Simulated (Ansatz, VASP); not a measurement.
Two plane-wave programs on TaN

```
Ta N
1.0
     0.00000    2.19500    2.19500
     2.19500    0.00000    2.19500
     2.19500    2.19500    0.00000
Ta N
1 1
Direct
  0.00000 0.00000 0.00000
  0.50000 0.50000 0.50000
```

Alike in both runs: task single point; functional LDA; k mesh 8 × 8 × 8; occupations gaussian, width 0.1 eV; no spin polarisation.

|  | VASP | Ansatz |
| --- | --- | --- |
| version | VASP 6.6.1 | Ansatz 0.2.0 |
| potentials or method | VASP PAW LDA potentials, release 64 (Ta_sv_GW, N), cutoff 700 eV | scalar-relativistic, plane waves, PAW |
| valence electrons in the cell | 18 | 18 |

VASP gave:

- gap on the k mesh at the Fermi level (eV): none
- pressure (GPa): -9.0

**Question.** What did Ansatz give for the same quantities?

**Answer.** gap on the k mesh at the Fermi level (eV): none; pressure (GPa): -10.1.

Ansatz warns that its potentials were made for another functional, while VASP's fit it. LDA's correlation is that of Perdew and Zunger in VASP and of Perdew and Wang (1992) in Ansatz. A gap of «none» marks a metal or a gap that the smearing closes.

Spin-orbit coupling is off throughout.
